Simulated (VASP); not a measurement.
# Re (I4/mmm) in VASP: notebook

Runs on Re. Level: LDA. Tasks: electric field gradients.

Program: VASP 6.6.1. These are calculated values, not measurements. Logs are shortened: lines on timing, memory, paths and dates and some standing lists are left out, and cuts for length are marked.

## 1. The cell of the first run

It takes space group I4/mmm (No. 139, tetragonal). The conventional cell has a = 2.709 Å, b = 2.709 Å, c = 3.950 Å, α = 90.00°, β = 90.00°, γ = 90.00°. Within 3.6 Å of Re (site symmetry 4/mmm) lie 12 Re at 2.71 to 2.75 Å.

## 2. Electric field gradients, LDA (equal xx and yy strain of -3 %)

INCAR reads:

```
SYSTEM = Re
  PREC = Accurate
  ENCUT = 520
  EDIFF = 1E-8
  ISMEAR = -1
  SIGMA = 0.03
  LREAL = .False.
  LASPH = .True.
  NELM = 100
  ALGO = Normal
  ISIF = 2
  LWAVE = .False.
  LCHARG = .False.
  LEFG = .True.
  NBANDS = 10
```

KPOINTS reads:

```
Automatic mesh
0
Gamma
  14 14 14
  0 0 0
```

POSCAR reads:

```
Re
1.0
    0.0000000000      1.9157500000      1.9750000000
    1.9157500000      0.0000000000      1.9750000000
    1.9157500000      1.9157500000      0.0000000000
Re
1
Direct
    0.0000000000      0.0000000000      0.0000000000
```

Potentials or basis: VASP PAW LDA potentials, release 64 (Re).

The run is started by

```sh
cat potpaw_LDA.64/Re/POTCAR > POTCAR
mpirun -np 1 vasp_std > vasp.out
```

OUTCAR:

```text
SYSTEM = Re
   PREC = Accurate
   ENCUT = 520
   EDIFF = 1E-8
   ISMEAR = -1
   LREAL = .False.
   LASPH = .True.
   NELM = 100
   ISIF = 2

 ion  position               nearest neighbor table
   1  0.000  0.000  0.000-

  LATTYP: Found a body centered tetragonal cell.
 ALAT       =     2.7092796321
 C/A-ratio  =     1.4579521262

  Lattice vectors:

 A1 = (  -1.9157500000,   0.0000000000,   1.9750000000)
 A2 = (   1.9157500000,   0.0000000000,   1.9750000000)
 A3 = (   0.0000000000,   1.9157500000,  -1.9750000000)

Analysis of symmetry for initial positions (statically):
=====================================================================
 Subroutine PRICEL returns:
 Original cell was already a primitive cell.

 Routine SETGRP: Setting up the symmetry group for a
 body centered tetragonal supercell.

 Subroutine GETGRP returns: Found 16 space group operations
 (whereof 16 operations were pure point group operations)
 out of a pool of 16 trial point group operations.

The static configuration has the point symmetry D_4h.

Analysis of symmetry for dynamics (positions and initial velocities):
=====================================================================
 Subroutine PRICEL returns:
 Original cell was already a primitive cell.

 Routine SETGRP: Setting up the symmetry group for a
 body centered tetragonal supercell.

 Subroutine GETGRP returns: Found 16 space group operations
 (whereof 16 operations were pure point group operations)
 out of a pool of 16 trial point group operations.

The dynamic configuration has the point symmetry D_4h.

 Subroutine INISYM returns: Found 16 space group operations
 (whereof 16 operations are pure point group operations),
 and found     1 'primitive' translations

----------------------------------------------------------------------------------------

                                     Primitive cell

  volume of cell :      14.4969

  direct lattice vectors                    reciprocal lattice vectors
     0.000000000  1.915750000  1.975000000    -0.260994389  0.260994389  0.253164557
     1.915750000  0.000000000  1.975000000     0.260994389 -0.260994389  0.253164557
     1.915750000  1.915750000  0.000000000     0.260994389  0.260994389 -0.253164557

  length of vectors
     2.751494696  2.751494696  2.709279632     0.447580646  0.447580646  0.447580646

  position of ions in fractional coordinates (direct lattice)
     0.000000000  0.000000000  0.000000000

  ion indices of the primitive-cell ions
   primitive index   ion index
                 1           1

----------------------------------------------------------------------------------------

 KPOINTS: Automatic mesh

Automatic generation of k-mesh.
 Grid dimensions read from file:
 generate k-points for:   14   14   14

 Generating k-lattice:

  Cartesian coordinates                     Fractional coordinates (reciprocal lattice)
    -0.018642456  0.018642456  0.018083183     0.071428571  0.000000000  0.000000000
     0.018642456 -0.018642456  0.018083183     0.000000000  0.071428571  0.000000000
     0.018642456  0.018642456 -0.018083183     0.000000000  0.000000000  0.071428571

  Length of vectors
     0.031970046  0.031970046  0.031970046

  Shift w.r.t. Gamma in fractional coordinates (k-lattice)
     0.000000000  0.000000000  0.000000000

 Subroutine IBZKPT returns following result:
 ===========================================

 Found    244 irreducible k-points:

 Following reciprocal coordinates:
            Coordinates               Weight
  0.000000  0.000000  0.000000      1.000000
  0.071429  0.000000  0.000000      8.000000
  0.142857  0.000000  0.000000      8.000000
  0.214286  0.000000  0.000000      8.000000
  0.285714  0.000000  0.000000      8.000000
  0.357143  0.000000  0.000000      8.000000
[... 16 lines left out ...]
  0.214286  0.142857  0.000000      8.000000
  0.285714  0.142857  0.000000      8.000000
 [... further k-points ...]
   k-points           NKPTS =    244   k-points in BZ     NKDIM =    244   number of bands    NBANDS=     10
   number of dos      NEDOS =    301   number of ions     NIONS =      1
   total plane-waves  NPLWV =   8000
   dimension x,y,z NGX =    20 NGY =   20 NGZ =   20
   dimension x,y,z NGXF=    40 NGYF=   40 NGZF=   40
   ions per type =               1
   NGX,Y,Z   is equivalent  to a cutoff of  12.08, 12.08, 12.27 a.u.
   NGXF,Y,Z  is equivalent  to a cutoff of  24.17, 24.17, 24.54 a.u.
 SYSTEM =  Re
   PREC   = accura    normal or accurate (medium, high low for compatibility)
   ISTART =      0    job   : 0-new  1-cont  2-samecut
   ICHARG =      2    charge: 1-file 2-atom 10-const
   ISPIN  =      1    spin polarized calculation?
   LNONCOLLINEAR =      F non collinear calculations
   LSORBIT =      F    spin-orbit coupling
   LASPH  =      T    aspherical Exc in radial PAW
   ENCUT  =  520.0 eV  38.22 Ry    6.18 a.u.   5.12  5.12  5.04*2*pi/ulx,y,z
   NELM   =    100;   NELMIN=  2; NELMDL= -5     # of ELM steps
   EDIFF  = 0.1E-07   stopping-criterion for ELM
   LREAL  =      F    real-space projection
   EDIFFG = 0.1E-06   stopping-criterion for IOM
   NSW    =      0    number of steps for IOM
   IBRION =     -1    ionic relax: 0-MD 1-quasi-New 2-CG
   NFREE  =      0    steps in history (QN), initial steepest desc. (CG)
   ISIF   =      2    stress and relaxation
   ISYM   =      2    0-nonsym 1-usesym 2-fastsym
   POTIM  = 0.5000    time-step for ionic-motion
   TEBEG  =    0.0;   TEEND  =   0.0 temperature during run
   PSTRESS=    0.0 pullay stress
   NELECT =       7.0000    total number of electrons
   NUPDOWN=      -1.0000    fix difference up-down
   EMIN   =  10.00;   EMAX   =-10.00  energy-range for DOS
   EFERMI =   0.00;   METHOD = LEGACY
   ISMEAR =    -1;   SIGMA  =   0.03  broadening in eV -4-tet -1-fermi 0-gaus
   EFERMI_NEDOS =   21; number of points for ismear=-14 and -15
   IALGO  =     38    algorithm
   IMIX   =      4    mixing-type and parameters
     AMIX     =   0.40;   BMIX     =  1.00
     AMIX_MAG =   1.60;   BMIX_MAG =  1.00
  volume/ion in A,a.u.               =      14.50        97.83
  Fermi-wavevector in a.u.,A,eV,Ry     =   1.284348  2.427065 22.443475  1.649549
  Thomas-Fermi vector in A             =   2.416547
   LORBIT       =      0    0 simple, 1 ext, 2 COOP (PROOUT), +10 PAW based schemes
   GGA     = CA    functional components
   LHFCALC =     F    Hartree Fock is set to
   AEXX    =    0.0000 exact exchange contribution
   IVDW    =     0    specifies the selected vdW correction
   LEPSILON=     F    determine dielectric tensor
   LRPA    =     F    only Hartree local field effects (RPA)
 non-spin polarized calculation
  energy-cutoff  :      520.00
  volume of cell :       14.50
 maximum number of plane-waves:       399
   NGX = 11   NGY = 11   NGZ =  9

 number of electron       7.0000001 magnetization

 Free energy of the ion-electron system (eV)
  ---------------------------------------------------
  ext. energy  EPLUGINS =         0.00000000
  ---------------------------------------------------
  free energy    TOTEN  =       -13.68303735 eV

  energy without entropy =      -13.68012674  energy(sigma->0) =      -13.68158205

 E-fermi :   8.3089     XC(G=0): -13.9225

 val. band max:        8.3076829780   @ k =  -0.3571   0.2857   0.0714
 cond. band min:       8.3191765290   @ k =  -0.4286   0.2857   0.1429
 fundamental gap:      0.0114935510
 Fermi energy:         8.3088758907

 k-point     1 :       0.0000    0.0000    0.0000
  band No.  band energies     occupation
      1      -1.8575      2.00000
      2       6.0292      2.00000
      3       6.4897      2.00000
      4       6.4897      2.00000
      5       9.2483      0.00000
      6       9.8888      0.00000
      7      22.3025      0.00000
      8      27.2902      0.00000
      9      28.3507      0.00000
     10      28.3507      0.00000

 k-point     2 :       0.0714    0.0000    0.0000
  band No.  band energies     occupation
      1      -1.6158      2.00000
      2       6.0259      2.00000
      3       6.4414      2.00000
      4       6.6034      2.00000
      5       9.1741      0.00000
      6       9.7817      0.00000
      7      22.7716      0.00000
      8      26.7810      0.00000
      9      28.1592      0.00000
     10      28.8037      0.00000

 k-point     3 :       0.1429    0.0000    0.0000
  band No.  band energies     occupation
      1      -0.9383      2.00000
      2       5.7741      2.00000
      3       6.5640      2.00000
      4       6.8747      2.00000
      5       9.0820      0.00000
      6       9.5771      0.00000
      7      23.8628      0.00000
      8      25.2368      0.00000
      9      29.2937      0.00000
     10      30.0922      0.00000

 k-point     4 :       0.2143    0.0000    0.0000
  band No.  band energies     occupation
      1       0.0040      2.00000
      2       5.5116      2.00000
      3       6.6451      2.00000
      4       7.0611      2.00000
      5       9.3197      0.00000
      6       9.6089      0.00000
      7      23.0864      0.00000
      8      25.8713      0.00000
      9      31.1736      0.00000
     10      32.0317      0.00000
[... 222 lines left out ...]
 k-point    22 :       0.1429    0.1429    0.0000
  band No.  band energies     occupation
      1      -0.6727      2.00000
      2       5.0882      2.00000
      3       7.2735      2.00000
      4       7.2735      2.00000
      5       7.9827      1.99996
      6      10.2675      0.00000
      7      24.5539      0.00000
      8      26.4863      0.00000
      9      28.8317      0.00000
     10      28.8317      0.00000

 k-point    23 :       0.2143    0.1429    0.0000
  band No.  band energies     occupation
      1       0.0486      2.00000
      2       4.7263      2.00000
      3       7.0830      2.00000
      4       7.6513      2.00000
      5       8.1522      1.98927
      6      10.4501      0.00000
      7      25.4966      0.00000
      8      25.9937      0.00000
      9      29.1874      0.00000
     10      29.6179      0.00000

 k-point    24 :       0.2857    0.1429    0.0000
  band No.  band energies     occupation
      1       0.9679      2.00000
      2       4.5570      2.00000
      3       6.4060      2.00000
      4       7.8179      2.00000
      5       9.1507      0.00000
      6      10.8304      0.00000
      7      24.0479      0.00000
      8      27.0410      0.00000
      9      29.6237      0.00000
     10      29.7948      0.00000

 [... further k-points ...]

------------------------ aborting loop because EDIFF is reached ----------------------------------------

  FORCE on cell =-STRESS in cart. coord.  units (eV):
  Direction    XX          YY          ZZ          XY          YZ          ZX
  --------------------------------------------------------------------------------------
  -------------------------------------------------------------------------------------
  Total        0.0949501      0.0949501     -0.6800699      0.0000000      0.0000000      0.0000000
  in kB       10.4937679     10.4937679    -75.1604522      0.0000000      0.0000000      0.0000000
  external PRESSURE =     -18.0576388 kB  Pullay stress =       0.0000000 kB

 VOLUME and BASIS-vectors are now :
 -----------------------------------------------------------------------------
  energy-cutoff  :      520.00
  volume of cell :       14.50
      direct lattice vectors                 reciprocal lattice vectors
     0.000000000  1.915750000  1.975000000    -0.260994389  0.260994389  0.253164557
     1.915750000  0.000000000  1.975000000     0.260994389 -0.260994389  0.253164557
     1.915750000  1.915750000  0.000000000     0.260994389  0.260994389 -0.253164557

 POSITION                                       TOTAL-FORCE (eV/Angst)
 -----------------------------------------------------------------------------------
      0.00000      0.00000      0.00000        -0.000000      0.000000      0.000000
 -----------------------------------------------------------------------------------
    total drift:                                0.000000      0.000000     -0.000000

  FREE ENERGIE OF THE ION-ELECTRON SYSTEM (eV)
  ---------------------------------------------------
  free  energy   TOTEN  =       -13.6830373482 eV

  energy  without entropy=      -13.6801267436  energy(sigma->0) =      -13.68158205

 Electric field gradients (V/A^2)
---------------------------------------------------------------------
 ion       V_xx      V_yy      V_zz      V_xy      V_xz      V_yz
---------------------------------------------------------------------
   1      10.699    10.699   -21.398    -0.000     0.000     0.000
---------------------------------------------------------------------

 Electric field gradients after diagonalization (V/A^2)
 (convention: |V_zz| > |V_xx| > |V_yy|)
----------------------------------------------------------------------
 ion       V_xx      V_yy      V_zz     asymmetry (V_yy - V_xx)/ V_zz
----------------------------------------------------------------------
   1      10.699    10.699   -21.398       0.000
----------------------------------------------------------------------

           NMR quadrupolar parameters

 Cq : quadrupolar parameter    Cq=e*Q*V_zz/h
 eta: asymmetry parameters     (V_yy - V_xx)/ V_zz
 Q  : nuclear electric quadrupole moment in mb (millibarn)
----------------------------------------------------------------------
 ion       Cq(MHz)       eta       Q (mb)
----------------------------------------------------------------------
   1      -0.052       0.000       1.000
----------------------------------------------------------------------
```

Wall time 12 s (1 thread of Intel Xeon 6975P-C (Granite Rapids), shared host); peak memory 0.15 GiB.

Results:

* Free energy: -13.6830 eV
* Pressure: -1.8 GPa

Levels at points of the mesh, in eV from the Fermi level:
| k point | band 1 | band 2 | band 3 | band 4 | band 5 | band 6 | band 7 | band 8 |
| --- | --- | --- | --- | --- | --- | --- | --- | --- |
| (0.00, 0.00, 0.00) | -10.17 | -2.28 | -1.82 | -1.82 | 0.94 | 1.58 | 13.99 | 18.98 |
| (0.50, 0.00, 0.00) | -6.98 | -2.44 | -1.96 | 0.38 | 3.77 | 4.03 | 10.23 | 13.48 |
| (0.50, 0.50, 0.00) | -6.98 | -6.06 | 2.57 | 3.88 | 4.66 | 4.66 | 12.81 | 12.81 |
| (0.50, 0.00, 0.50) | -6.96 | -6.10 | 3.21 | 3.80 | 4.43 | 4.94 | 12.06 | 12.53 |

Electric field gradients, principal values (V/Å²):
| atom | least | middle | greatest (by size) |
| --- | --- | --- | --- |
| 1 Re | 10.699 | 10.699 | -21.398 |

Caveat: the cell differs from its parent crystal (equal xx and yy strain of -3 %); without QUAD_EFG the Cq values of the log hold for a quadrupole moment of 1 mb, not for the nuclei; spin-orbit coupling is left out, which moves the levels of the heavy elements.

## 3. Electric field gradients, LDA (zz strain of -2 %)

INCAR reads:

```
ALGO = Normal ; EDIFF = 1E-8
ENCUT = 520 ; GGA = CA
ISIF = 2 ; ISMEAR = -1
LASPH = T ; LCHARG = F
LEFG = T ; LREAL = F
LWAVE = F ; NBANDS = 10
NELM = 60 ; PREC = Accurate
SIGMA = 0.03
```

KPOINTS reads:

```
k-points
0
Gamma
  14 14 14
```

POSCAR reads:

```
Re
1.0
    0.0000000000      1.9750000000      1.9355000000
    1.9750000000      0.0000000000      1.9355000000
    1.9750000000      1.9750000000      0.0000000000
Re
1
Direct
    0.0000000000      0.0000000000      0.0000000000
```

Potentials or basis: VASP PAW LDA potentials, release 64 (Re).

The run is started by

```sh
cat potpaw_LDA.64/Re/POTCAR > POTCAR
mpirun -np 1 vasp_std > vasp.out
```

OUTCAR:

```text
EDIFF = 1E-8
   ENCUT = 520
   GGA = CA
   ISIF = 2
   ISMEAR = -1
   LASPH = T
   LREAL = F
   NELM = 60
   PREC = Accurate

 ion  position               nearest neighbor table
   1  0.000  0.000  0.000-

  LATTYP: Found a body centered tetragonal cell.
 ALAT       =     2.7930717857
 C/A-ratio  =     1.3859292911

  Lattice vectors:

 A1 = (   0.0000000000,  -1.9750000000,  -1.9355000000)
[... 518 lines left out ...]
 -----------------------------------------------------------------------------------
    total drift:                               -0.000000      0.000000      0.000000

  FREE ENERGIE OF THE ION-ELECTRON SYSTEM (eV)
  ---------------------------------------------------
  free  energy   TOTEN  =       -13.6515784555 eV

  energy  without entropy=      -13.6479910681  energy(sigma->0) =      -13.64978476

 Electric field gradients (V/A^2)
---------------------------------------------------------------------
 ion       V_xx      V_yy      V_zz      V_xy      V_xz      V_yz
---------------------------------------------------------------------
   1      -8.967    -8.967    17.933    -0.000     0.000     0.000
---------------------------------------------------------------------

 Electric field gradients after diagonalization (V/A^2)
 (convention: |V_zz| > |V_xx| > |V_yy|)
----------------------------------------------------------------------
 ion       V_xx      V_yy      V_zz     asymmetry (V_yy - V_xx)/ V_zz
----------------------------------------------------------------------
   1      -8.967    -8.967    17.933       0.000
----------------------------------------------------------------------

           NMR quadrupolar parameters

 Cq : quadrupolar parameter    Cq=e*Q*V_zz/h
 eta: asymmetry parameters     (V_yy - V_xx)/ V_zz
 Q  : nuclear electric quadrupole moment in mb (millibarn)
----------------------------------------------------------------------
 ion       Cq(MHz)       eta       Q (mb)
----------------------------------------------------------------------
   1       0.043       0.000       1.000
----------------------------------------------------------------------
```

OSZICAR:

```text
N       E                     dE             d eps       ncg     rms          rms(c)
DAV:   1     0.111679999622E+02    0.11168E+02   -0.33117E+03  6430   0.632E+02
DAV:   2    -0.134681789324E+02   -0.24636E+02   -0.21633E+02  6548   0.140E+02
DAV:   3    -0.144163334738E+02   -0.94815E+00   -0.92555E+00  7710   0.403E+01
DAV:   4    -0.144194279391E+02   -0.30945E-02   -0.30846E-02  7590   0.134E+00
DAV:   5    -0.144194323636E+02   -0.44245E-05   -0.44241E-05  6618   0.357E-02    0.288E+01
DAV:   6    -0.138347110607E+02    0.58472E+00   -0.53429E-01  7780   0.111E+01    0.117E+01
DAV:   7    -0.136570816168E+02    0.17763E+00   -0.35625E-01  7776   0.857E+00    0.404E-01
DAV:   8    -0.136521833983E+02    0.48982E-02   -0.20104E-03  6564   0.293E-01    0.147E-01
DAV:   9    -0.136515753757E+02    0.60802E-03   -0.31602E-04  6710   0.100E-01    0.229E-02
DAV:  10    -0.136515785097E+02   -0.31340E-05   -0.12226E-05  7010   0.247E-02    0.941E-03
DAV:  11    -0.136515784829E+02    0.26815E-07   -0.15272E-07  6052   0.645E-03    0.139E-03
DAV:  12    -0.136515784567E+02    0.26205E-07   -0.36447E-08  5790   0.265E-03    0.624E-04
DAV:  13    -0.136515784555E+02    0.12321E-08   -0.34575E-10  3272   0.155E-04
   1 F= -.13651578E+02 E0= -.13649785E+02  d E =-.358739E-02
```

stdout:

```text
POSCAR found type information on POSCAR Re
 POSCAR found :  1 types and       1 ions
 scaLAPACK will be used
 LDA part: xc-table for (Slater(with rela. corr.)+CA(PZ))
 , standard interpolation
 POSCAR, INCAR and KPOINTS ok, starting setup
 FFT: planning ... GRIDC
 FFT: planning ... GRID_SOFT
 FFT: planning ... GRID
 WAVECAR not read
 entering main loop
ion   1
```

It took 13 s on 1 thread of Intel Xeon 6975P-C (Granite Rapids), shared host; peak memory 0.16 GiB.

What came out:

| Item | Value |
| --- | --- |
| Free energy | -13.6516 eV |
| Pressure | -16.7 GPa |

Electric field gradients, principal values (V/Å²):
```tsv
atom	least	middle	greatest (by size)
1 Re	-8.967	-8.967	17.933
```

Caveat: the cell differs from its parent crystal (zz strain of -2 %); without QUAD_EFG the Cq values of the log hold for a quadrupole moment of 1 mb, not for the nuclei; spin-orbit coupling is left out, which moves the levels of the heavy elements.

[end of part 1 of 2]
